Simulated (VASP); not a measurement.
# Si2W (I4/mmm) in VASP: notebook

Runs on Si2W. Level: PBE. Tasks: single point.

Program: VASP 6.6.1. These are calculated values, not measurements. Logs are shortened: lines on timing, memory, paths and dates and some standing lists are left out, and cuts for length are marked.

## (1) The cell of the first run

Symmetry: I4/mmm, No. 139, tetragonal system. Conventional cell: a = 3.229 Å, b = 3.229 Å, c = 7.749 Å, α = 90.00°, β = 90.00°, γ = 90.00°. Within 3.4 Å of Si (site symmetry 4mm) lie 9 Si at 2.56 to 3.23 Å and 5 W at 2.59 to 2.62 Å. Within 3.4 Å of W (site symmetry 4/mmm) lie 10 Si at 2.59 to 2.62 Å and 4 W at 3.23 Å.

## (2) Single point, PBE (strain +0.000 along x and y, -0.015 along z)

INCAR

```
PREC = Accurate
ENCUT = 520
EDIFF = 1E-7
ISMEAR = 0
SIGMA = 0.15
LREAL = F
LASPH = T
NELM = 60
ALGO = Normal
ISIF = 2
LWAVE = F
LCHARG = F
GGA = PE
NBANDS = 18
```

KPOINTS

```
regular mesh
0
Gamma
  20 20 20
```

POSCAR

```
Si2W
1.0
   -1.6144976580      1.6144976580      3.8744127033
    1.6144976580     -1.6144976580      3.8744127033
    1.6144976580      1.6144976580     -3.8744127033
Si W
2 1
Direct
    0.3345744057      0.3345744057      0.0000000000
    0.6654255943      0.6654255943      0.0000000000
    0.0000000000      0.0000000000      0.0000000000
```

Potentials or basis: VASP PAW PBE potentials, release 64 (Si, W_sv).

The run is started by

```sh
$ cat potpaw_PBE.64/Si/POTCAR potpaw_PBE.64/W_sv/POTCAR > POTCAR
$ mpirun -np 1 vasp_std > vasp.out
```

OUTCAR:

```text
PREC = Accurate
   ENCUT = 520
   EDIFF = 1E-7
   ISMEAR = 0
   LREAL = F
   LASPH = T
   NELM = 60
   ISIF = 2
   GGA = PE

 ion  position               nearest neighbor table
   1  0.335  0.335  0.000-   2 2.56   3 2.59   3 2.62   3 2.62   3 2.62   3 2.62   2 2.63   2 2.63
                             2 2.63   2 2.63
   2  0.665  0.665  0.000-   1 2.56   3 2.59   3 2.62   3 2.62   3 2.62   3 2.62   1 2.63   1 2.63
                             1 2.63   1 2.63
   3  0.000  0.000  0.000-   1 2.59   2 2.59   2 2.62   1 2.62   2 2.62   2 2.62   2 2.62   1 2.62
                             1 2.62   1 2.62

  LATTYP: Found a body centered tetragonal cell.
 ALAT       =     3.2289953160
 C/A-ratio  =     2.3997635946

  Lattice vectors:

 A1 = (  -1.6144976580,   1.6144976580,   3.8744127033)
 A2 = (   1.6144976580,  -1.6144976580,   3.8744127033)
 A3 = (   1.6144976580,   1.6144976580,  -3.8744127033)

Analysis of symmetry for initial positions (statically):
=====================================================================
 Subroutine PRICEL returns:
 Original cell was already a primitive cell.

 Routine SETGRP: Setting up the symmetry group for a
 body centered tetragonal supercell.

 Subroutine GETGRP returns: Found 16 space group operations
 (whereof 16 operations were pure point group operations)
 out of a pool of 16 trial point group operations.

The static configuration has the point symmetry D_4h.

Analysis of symmetry for dynamics (positions and initial velocities):
=====================================================================
 Subroutine PRICEL returns:
 Original cell was already a primitive cell.

 Routine SETGRP: Setting up the symmetry group for a
 body centered tetragonal supercell.

 Subroutine GETGRP returns: Found 16 space group operations
 (whereof 16 operations were pure point group operations)
 out of a pool of 16 trial point group operations.

The dynamic configuration has the point symmetry D_4h.

 Subroutine INISYM returns: Found 16 space group operations
 (whereof 16 operations are pure point group operations),
 and found     1 'primitive' translations

----------------------------------------------------------------------------------------

                                     Primitive cell

  volume of cell :      40.3962

  direct lattice vectors                    reciprocal lattice vectors
    -1.614497658  1.614497658  3.874412703     0.000000000  0.309693853  0.129051817
     1.614497658 -1.614497658  3.874412703     0.309693853  0.000000000  0.129051817
     1.614497658  1.614497658 -3.874412703     0.309693853  0.309693853  0.000000000

  length of vectors
     4.497141222  4.497141222  4.497141222     0.335506563  0.335506563  0.437973247

  position of ions in fractional coordinates (direct lattice)
     0.334574406  0.334574406  0.000000000
     0.665425594  0.665425594  0.000000000
     0.000000000  0.000000000  0.000000000

  ion indices of the primitive-cell ions
   primitive index   ion index
                 1           1
                 2           2
                 3           3

----------------------------------------------------------------------------------------

 KPOINTS: regular mesh

Automatic generation of k-mesh.
 Grid dimensions read from file:
 generate k-points for:   20   20   20

 Generating k-lattice:

  Cartesian coordinates                     Fractional coordinates (reciprocal lattice)
     0.000000000  0.015484693  0.006452591     0.050000000  0.000000000 -0.000000000
     0.015484693  0.000000000  0.006452591     0.000000000  0.050000000 -0.000000000
     0.015484693  0.015484693  0.000000000     0.000000000  0.000000000  0.050000000

  Length of vectors
     0.016775328  0.016775328  0.021898662

  Shift w.r.t. Gamma in fractional coordinates (k-lattice)
     0.000000000  0.000000000  0.000000000

 Subroutine IBZKPT returns following result:
 ===========================================

 Found    641 irreducible k-points:

 Following reciprocal coordinates:
            Coordinates               Weight
  0.000000  0.000000  0.000000      1.000000
  0.050000  0.000000 -0.000000      8.000000
  0.100000  0.000000  0.000000      8.000000
  0.150000  0.000000 -0.000000      8.000000
  0.200000  0.000000  0.000000      8.000000
  0.250000  0.000000  0.000000      8.000000
[... 16 lines left out ...]
 -0.400000  0.050000  0.000000     16.000000
 -0.350000  0.050000  0.000000     16.000000
 [... further k-points ...]
   k-points           NKPTS =    641   k-points in BZ     NKDIM =    641   number of bands    NBANDS=     18
   number of dos      NEDOS =    301   number of ions     NIONS =      3
   total plane-waves  NPLWV =  46656
   dimension x,y,z NGX =    36 NGY =   36 NGZ =   36
   dimension x,y,z NGXF=    72 NGYF=   72 NGZF=   72
   ions per type =               2   1
   NGX,Y,Z   is equivalent  to a cutoff of  13.31, 13.31, 13.31 a.u.
   NGXF,Y,Z  is equivalent  to a cutoff of  26.62, 26.62, 26.62 a.u.
 SYSTEM =  unknown system
   PREC   = accura    normal or accurate (medium, high low for compatibility)
   ISTART =      0    job   : 0-new  1-cont  2-samecut
   ICHARG =      2    charge: 1-file 2-atom 10-const
   ISPIN  =      1    spin polarized calculation?
   LNONCOLLINEAR =      F non collinear calculations
   LSORBIT =      F    spin-orbit coupling
   LASPH  =      T    aspherical Exc in radial PAW
   ENCUT  =  520.0 eV  38.22 Ry    6.18 a.u.   8.36  8.36  8.36*2*pi/ulx,y,z
   NELM   =     60;   NELMIN=  2; NELMDL= -5     # of ELM steps
   EDIFF  = 0.1E-06   stopping-criterion for ELM
   LREAL  =      F    real-space projection
   EDIFFG = 0.1E-05   stopping-criterion for IOM
   NSW    =      0    number of steps for IOM
   IBRION =     -1    ionic relax: 0-MD 1-quasi-New 2-CG
   NFREE  =      0    steps in history (QN), initial steepest desc. (CG)
   ISIF   =      2    stress and relaxation
   ISYM   =      2    0-nonsym 1-usesym 2-fastsym
   POTIM  = 0.5000    time-step for ionic-motion
   TEBEG  =    0.0;   TEEND  =   0.0 temperature during run
   PSTRESS=    0.0 pullay stress
   NELECT =      22.0000    total number of electrons
   NUPDOWN=      -1.0000    fix difference up-down
   EMIN   =  10.00;   EMAX   =-10.00  energy-range for DOS
   EFERMI =   0.00;   METHOD = LEGACY
   ISMEAR =     0;   SIGMA  =   0.15  broadening in eV -4-tet -1-fermi 0-gaus
   EFERMI_NEDOS =   21; number of points for ismear=-14 and -15
   IALGO  =     38    algorithm
   IMIX   =      4    mixing-type and parameters
     AMIX     =   0.40;   BMIX     =  1.00
     AMIX_MAG =   1.60;   BMIX_MAG =  1.00
  volume/ion in A,a.u.               =      13.47        90.87
  Fermi-wavevector in a.u.,A,eV,Ry     =   1.336910  2.526393 24.318077  1.787328
  Thomas-Fermi vector in A             =   2.465500
   LORBIT       =      0    0 simple, 1 ext, 2 COOP (PROOUT), +10 PAW based schemes
   GGA     = PE    functional components
   LHFCALC =     F    Hartree Fock is set to
   AEXX    =    0.0000 exact exchange contribution
   IVDW    =     0    specifies the selected vdW correction
   LEPSILON=     F    determine dielectric tensor
   LRPA    =     F    only Hartree local field effects (RPA)
 non-spin polarized calculation
 Gauss-broadening in eV      SIGMA  =   0.15
  energy-cutoff  :      520.00
  volume of cell :       40.40
 maximum number of plane-waves:      1112
 NGX is ok and might be reduce to    36
   NGX = 17   NGY = 17   NGZ = 17

 number of electron      22.0000000 magnetization

 Free energy of the ion-electron system (eV)
  ---------------------------------------------------
  ext. energy  EPLUGINS =         0.00000000
  ---------------------------------------------------
  free energy    TOTEN  =       -24.79967925 eV

  energy without entropy =      -24.79721916  energy(sigma->0) =      -24.79844921

 E-fermi :  11.9258     XC(G=0): -12.5312

 val. band max:       11.9232834556   @ k =  -0.4000  -0.4500   0.4000
 cond. band min:      11.9709487821   @ k =   0.5000   0.5000   0.3000
 fundamental gap:      0.0476653265
 Fermi energy:        11.9257584607

 k-point     1 :       0.0000    0.0000    0.0000
  band No.  band energies     occupation
      1     -61.8820      2.00000
      2     -26.1349      2.00000
      3     -26.1349      2.00000
      4     -26.1329      2.00000
      5      -2.1130      2.00000
      6       5.1520      2.00000
[... 10 lines left out ...]
     17      17.7462      0.00000
     18      17.7462      0.00000

 k-point     2 :       0.0500    0.0000   -0.0000
  band No.  band energies     occupation
      1     -61.8819      2.00000
      2     -26.1400      2.00000
      3     -26.1344      2.00000
      4     -26.1326      2.00000
      5      -2.0654      2.00000
      6       5.1561      2.00000
[... 10 lines left out ...]
     17      17.7434      0.00000
     18      17.9177      0.00000

 k-point     3 :       0.1000    0.0000    0.0000
  band No.  band energies     occupation
      1     -61.8814      2.00000
      2     -26.1550      2.00000
      3     -26.1330      2.00000
      4     -26.1315      2.00000
      5      -1.9231      2.00000
      6       5.1621      2.00000
[... 10 lines left out ...]
     17      17.7577      0.00000
     18      18.3445      0.00000

 k-point     4 :       0.1500    0.0000   -0.0000
  band No.  band energies     occupation
      1     -61.8806      2.00000
      2     -26.1782      2.00000
      3     -26.1309      2.00000
      4     -26.1299      2.00000
      5      -1.6889      2.00000
      6       5.1473      2.00000
[... 375 lines left out ...]
      4     -26.1179      2.00000
      5       1.2483      2.00000
      6       2.7668      2.00000
[... 10 lines left out ...]
     17      18.9181      0.00000
     18      19.3365      0.00000

 k-point    23 :      -0.4000    0.0500    0.0000
  band No.  band energies     occupation
      1     -61.8755      2.00000
      2     -26.3216      2.00000
      3     -26.1225      2.00000
      4     -26.1187      2.00000
      5       0.6102      2.00000
      6       3.4219      2.00000
[... 10 lines left out ...]
     17      19.0608      0.00000
     18      20.1163      0.00000

 k-point    24 :      -0.3500    0.0500    0.0000
  band No.  band energies     occupation
      1     -61.8762      2.00000
      2     -26.2991      2.00000
      3     -26.1246      2.00000
      4     -26.1202      2.00000
      5       0.0165      2.00000
      6       4.0460      2.00000
[... 10 lines left out ...]
     17      19.2395      0.00000
     18      20.4170      0.00000

 [... further k-points ...]

------------------------ aborting loop because EDIFF is reached ----------------------------------------

  FORCE on cell =-STRESS in cart. coord.  units (eV):
  Direction    XX          YY          ZZ          XY          YZ          ZX
  --------------------------------------------------------------------------------------
  -------------------------------------------------------------------------------------
  Total        0.4116301      0.4116301      2.1776878      0.0000000     -0.0000000      0.0000000
  in kB       16.3258945     16.3258945     86.3705118      0.0000000     -0.0000000      0.0000000
  external PRESSURE =      39.6741003 kB  Pullay stress =       0.0000000 kB

 VOLUME and BASIS-vectors are now :
 -----------------------------------------------------------------------------
  energy-cutoff  :      520.00
  volume of cell :       40.40
      direct lattice vectors                 reciprocal lattice vectors
    -1.614497658  1.614497658  3.874412703     0.000000000  0.309693853  0.129051817
     1.614497658 -1.614497658  3.874412703     0.309693853  0.000000000  0.129051817
     1.614497658  1.614497658 -3.874412703     0.309693853  0.309693853  0.000000000

 POSITION                                       TOTAL-FORCE (eV/Angst)
 -----------------------------------------------------------------------------------
      0.00000      0.00000      2.59256        -0.000000     -0.000000     -0.043283
      0.00000      0.00000      5.15627         0.000000      0.000000      0.043283
      0.00000      0.00000      0.00000        -0.000000     -0.000000     -0.000000
 -----------------------------------------------------------------------------------
    total drift:                               -0.000000     -0.000000      0.000000

  FREE ENERGIE OF THE ION-ELECTRON SYSTEM (eV)
  ---------------------------------------------------
  free  energy   TOTEN  =       -24.7996792546 eV

  energy  without entropy=      -24.7972191557  energy(sigma->0) =      -24.79844921
```

Wall time 3.9 min (1 thread of Intel Xeon 6975P-C (Granite Rapids), shared host); peak memory 0.55 GiB.

Results:

```yaml
Free_energy: -24.7997 eV
Pressure: 4.0 GPa
Largest_force: 0.043 eV/Å
Band_gap_on_the_k_mesh: zero (bands 11 and 12 overlap by 1.19 eV)
```

Forces on the atoms (eV/Å):
```
Si   0.000  0.000 -0.043
Si   0.000  0.000  0.043
W    0.000  0.000  0.000
```

Stress tensor (GPa, compression positive):
```
1.63 0.00 0.00
0.00 1.63 0.00
0.00 0.00 8.64
```

Levels at points of the mesh, in eV from the Fermi level:
```csv
k point,band 9,band 10,band 11,band 12,band 13,band 14
"(0.00, 0.00, 0.00)",-2.88,-2.88,0.57,2.70,2.96,3.01
"(0.50, 0.00, 0.00)",-2.83,-2.69,-0.44,2.67,2.74,4.13
"(0.50, 0.50, 0.00)",-5.01,-3.11,-1.74,2.94,2.99,3.12
"(0.50, 0.50, 0.50)",-0.91,-0.91,-0.44,-0.44,0.76,4.82
```

Caveat: the cell differs from its parent crystal (strain +0.000 along x and y, -0.015 along z); the stress differs along the axes, from 2 to 9 GPa; spin-orbit coupling is left out, which moves the levels of the heavy elements.

## (3) Single point, PBE (strain -0.015 along x and y, +0.030 along z)

INCAR

```
SYSTEM = Si2W
PREC = Accurate ; ENCUT = 520
EDIFF = 1E-7 ; ISMEAR = 0
SIGMA = 0.15 ; LREAL = .FALSE.
LASPH = .TRUE. ; NELM = 60
ALGO = Normal ; ISIF = 2
LWAVE = .FALSE. ; LCHARG = .FALSE.
GGA = PE ; NBANDS = 18
```

KPOINTS

```
Automatic mesh
0
G
  20 20 20
  0 0 0
```

POSCAR

```
Si2W
1.0
   -1.5902801931      1.5902801931      4.0514163294
    1.5902801931     -1.5902801931      4.0514163294
    1.5902801931      1.5902801931     -4.0514163294
Si W
2 1
Direct
    0.3345744057      0.3345744057      0.0000000000
    0.6654255943      0.6654255943      0.0000000000
    0.0000000000      0.0000000000      0.0000000000
```

Potentials or basis: VASP PAW PBE potentials, release 64 (Si, W_sv).

The run is started by

```sh
$ cat potpaw_PBE.64/Si/POTCAR potpaw_PBE.64/W_sv/POTCAR > POTCAR
$ mpirun -np 1 vasp_std > vasp.out
```

It took 3.9 min on 1 thread of Intel Xeon 6975P-C (Granite Rapids), shared host; peak memory 0.56 GiB.

The run converged. Its results:

* Free energy: -24.7507 eV
* Pressure: -0.1 GPa
* Largest force: 0.010 eV/Å
* Band gap on the k mesh: zero (bands 11 and 12 overlap by 1.48 eV)

Forces on the atoms (eV/Å):
```
Si   0.000  0.000  0.010
Si   0.000  0.000 -0.010
W    0.000  0.000  0.000
```

Stress tensor (GPa, compression positive):
```
  5.47   0.00   0.00
  0.00   5.47   0.00
  0.00   0.00 -11.12
```

Levels at points of the mesh, in eV from the Fermi level:
| k point | band 8 | band 9 | band 10 | band 11 | band 12 | band 13 | band 14 | band 15 |
| --- | --- | --- | --- | --- | --- | --- | --- | --- |
| (0.00, 0.00, 0.00) | -3.37 | -2.64 | -2.64 | 0.82 | 2.89 | 2.96 | 3.31 | 3.31 |
| (0.50, 0.00, 0.00) | -4.95 | -2.86 | -2.57 | -0.33 | 2.85 | 2.98 | 3.42 | 3.90 |
| (0.50, 0.50, 0.00) | -5.53 | -4.93 | -3.53 | -1.75 | 2.28 | 3.05 | 3.12 | 3.29 |
| (0.50, 0.50, 0.50) | -2.52 | -0.59 | -0.59 | -0.58 | -0.58 | 0.95 | 3.62 | 4.44 |

Caveat: the cell differs from its parent crystal (strain -0.015 along x and y, +0.030 along z); the stress differs along the axes, from -11 to 5 GPa; spin-orbit coupling is left out, which moves the levels of the heavy elements.

## (4) Single point, PBE (strain +0.015 along x and y, -0.030 along z)

INCAR

```
SYSTEM = Si2W
PREC = Accurate
ENCUT = 520
EDIFF = 1E-6
ISMEAR = 0
SIGMA = 0.15
LREAL = .FALSE.
LASPH = .TRUE.
NELM = 80
ALGO = Normal
ISIF = 2
LWAVE = .FALSE.
LCHARG = .TRUE.
GGA = PE
LELF = .TRUE.
LVHAR = .TRUE.
NBANDS = 18
```

KPOINTS

```
regular mesh
0
G
  20 20 20
  0 0 0
```

POSCAR

```
Si2W
1.0
   -1.6387151229      1.6387151229      3.8154114946
    1.6387151229     -1.6387151229      3.8154114946
    1.6387151229      1.6387151229     -3.8154114946
Si W
2 1
Direct
    0.3345744057      0.3345744057      0.0000000000
    0.6654255943      0.6654255943      0.0000000000
    0.0000000000      0.0000000000      0.0000000000
```

The run is started by

```sh
$ cat potpaw_PBE.64/Si/POTCAR potpaw_PBE.64/W_sv/POTCAR > POTCAR
$ mpirun -np 1 vasp_std > vasp.out
```

Run time: 3.6 min. Hardware: 1 thread of Intel Xeon 6975P-C (Granite Rapids), shared host; peak memory 0.56 GiB.

Results (log left out):

```yaml
Free_energy: -24.7412 eV
Pressure: 1.7 GPa
Largest_force: 0.004 eV/Å
Band_gap_on_the_k_mesh: zero (bands 11 and 12 overlap by 0.98 eV)
```

Forces on the atoms (eV/Å):
```
Si   0.000  0.000  0.004
Si   0.000  0.000 -0.004
W    0.000  0.000  0.000
```

Stress tensor (GPa, compression positive):
```
-4.93  0.00  0.00
 0.00 -4.93  0.00
 0.00  0.00 14.95
```

Levels at points of the mesh, in eV from the Fermi level:
```
           k point  band 8  band 9  band 10  band 11  band 12  band 13  band 14  band 15
(0.00, 0.00, 0.00)   -3.06   -2.91    -2.91     0.45     2.53     2.81     2.81     3.07
(0.50, 0.00, 0.00)   -4.61   -2.88    -2.52    -0.45     2.49     2.61     4.39     4.70
(0.50, 0.50, 0.00)   -5.40   -4.94    -2.78    -1.71     2.78     2.94     3.31     4.48
(0.50, 0.50, 0.50)   -2.59   -1.04    -1.04    -0.33    -0.33     0.67     5.11     5.34
```

Caveat: the cell differs from its parent crystal (strain +0.015 along x and y, -0.030 along z); the stress differs along the axes, from -5 to 15 GPa; spin-orbit coupling is left out, which moves the levels of the heavy elements.

## (5) Summary

```csv
cell,gap on the mesh (eV),pressure (GPa),largest force (eV/Å)
"a = 4.497 Å, angles 137.9, 137.9, 61.0°, 3 atoms",none,4.0,0.04
"a = 4.634 Å, angles 139.9, 139.9, 58.1°, 3 atoms",none,-0.1,0.01
"a = 4.464 Å, angles 136.9, 136.9, 62.5°, 3 atoms",none,1.7,-
```

Alike in all rows: task single point; level PBE; potentials or basis VASP PAW PBE potentials, release 64 (Si, W_sv); no spin polarisation; k mesh 20 × 20 × 20; cutoff (eV) 520; smearing gaussian 0.15 eV.

Caveats: spin-orbit coupling is left out, which moves the levels of the heavy elements; the stress differs along the axes, from 2 to 9 GPa (at least some runs); the stress differs along the axes, from -11 to 5 GPa (at least some runs); the stress differs along the axes, from -5 to 15 GPa (at least some runs).

Total energies depend on the potentials used, so only differences within one code and one set of settings carry meaning.

The gap in the log of VASP goes by the Fermi energy; the results here count the filled bands.